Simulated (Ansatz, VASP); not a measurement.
This is a calculation of NbAs for Ansatz 0.2.0.

input.yaml

```yaml
crystal:
  lattice:
    - [-1.72585, 1.72585, 5.84]
    - [1.72585, -1.72585, 5.84]
    - [1.72585, 1.72585, -5.84]
  atoms:
    - { symbol: Nb, position: [0.5, 0.0, 0.5] }
    - { symbol: Nb, position: [0.75, 0.75, 0.0] }
    - { symbol: As, position: [0.916, 0.416, 0.5] }
    - { symbol: As, position: [0.166, 0.166, 0.0] }
hamiltonian:
  xc: pbesol
  pseudopotentials: { kind: paw }
kpoints:
  mp_grid: { grid: [11, 11, 11] }
scf:
  occupations: { method: fermi_dirac, width: 0.05 }
output:
  forces: true
  stress: true
  eigenvalues: true
relax:
  f_tol: 0.01
  max_steps: 40
  cell: { stress_tol: 0.05 }
```

Potentials or basis: Ansatz PAW.

Run with:

```sh
$ ansatz run input.yaml --threads 2 --pin off --max-ram 5632MiB --backend cpu --events-out ev --progress --plain --runs-dir out
```

Task: Translate it to VASP 6.6.1. Potentials there: VASP PAW PBE potentials, release 64 (Nb_sv, As).

Result: As run (the cutoff follows the program's own potentials):

INCAR

```
SYSTEM = NbAs
  PREC = Accurate
  ENCUT = 600
  EDIFF = 1E-6
  ISMEAR = -1
  SIGMA = 0.05
  LREAL = .False.
  LASPH = .True.
  NELM = 100
  ALGO = Normal
  ISIF = 3
  LWAVE = .False.
  LCHARG = .False.
  GGA = PS
  IBRION = 2
  NSW = 60
  EDIFFG = -0.01
```

File KPOINTS:

```
Automatic mesh
0
Gamma
  11 11 11
  0 0 0
```

POSCAR

```
NbAs
1.0
   -1.7258500000      1.7258500000      5.8400000000
    1.7258500000     -1.7258500000      5.8400000000
    1.7258500000      1.7258500000     -5.8400000000
Nb As
2 2
Direct
    0.5000000000      0.0000000000      0.5000000000
    0.7500000000      0.7500000000      0.0000000000
    0.9160000000      0.4160000000      0.5000000000
    0.1660000000      0.1660000000      0.0000000000
```

Potentials or basis: VASP PAW PBE potentials, release 64 (Nb_sv, As).

Command:

```sh
$ cat potpaw_PBE.64/Nb_sv/POTCAR potpaw_PBE.64/As/POTCAR > POTCAR
$ mpirun -np 1 vasp_std > vasp.out
```

Both were run:

|  | VASP | Ansatz | Ansatz less VASP |
| --- | --- | --- | --- |
| gap on the k mesh at the Fermi level, each at its own relaxed structure (eV) | 0.06 | 0.06 | 0.000 |
| relaxed volume (Å³/atom) | 17.16 | 17.15 | -0.015 |
| relaxed cell length with the largest relative difference (Å) | 6.287 | 6.286 | -0.0007 |

VASP's potentials were made for PBE, not for PBEsol. VASP's potentials hold 36 valence electrons a cell and Ansatz's 56, so a difference there can come from the potentials and not from the codes.

Noted on Ansatz's run: odd divisions of the mesh miss points on the zone boundary, where band edges often lie, so the gap on the mesh can be too wide; the plane-wave basis is chosen anew once the cell has moved, so the energies of steps on either side of that aren't comparable.
